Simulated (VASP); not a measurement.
Here is a VASP 6.6.1 calculation.

File INCAR:

```
PREC     = Accurate       # precision mode
ENCUT    = 520            # plane-wave cutoff, eV
EDIFF    = 1E-6           # SCF threshold, eV
ISMEAR   = 0              # smearing method
SIGMA    = 0.05           # smearing width, eV
LREAL    = False          # projectors in reciprocal space
LASPH    = True           # aspherical terms in the spheres
NELM     = 100            # most SCF steps
ALGO     = Normal         # electronic algorithm
ISIF     = 2              # what is computed and relaxed
LWAVE    = False          # write WAVECAR
LCHARG   = False          # write CHGCAR
GGA      = PS             # functional
NBANDS   = 16             # bands
```

The input KPOINTS:

```
Automatic mesh
0
Gamma
  9 9 6
```

File POSCAR:

```
AlN
1.0
    3.3318947776      0.0000000000      0.0000000000
   -1.6659473888      2.8855055201      0.0000000000
    0.0000000000      0.0000000000      4.4550765071
Al N
2 2
Direct
    0.3333333333      0.6666666667      0.7500000000
    0.6666666667      0.3333333333      0.2500000000
    0.3333333333      0.6666666667      0.2500000000
    0.6666666667      0.3333333333      0.7500000000
```

Potentials or basis: VASP PAW PBE potentials, release 64 (Al, N).

The run is started by

```console
$ cat potpaw_PBE.64/Al/POTCAR potpaw_PBE.64/N/POTCAR > POTCAR
$ mpirun -np 1 vasp_std > vasp.out
```

(1) Predict the band gap on the k mesh.

(2) Predict the pressure.

## Answers

(1) 2.48 eV, direct.

(2) -14.2 GPa.

Caveat: the PAW data sets were made with another functional, which shifts forces and pressure a little.
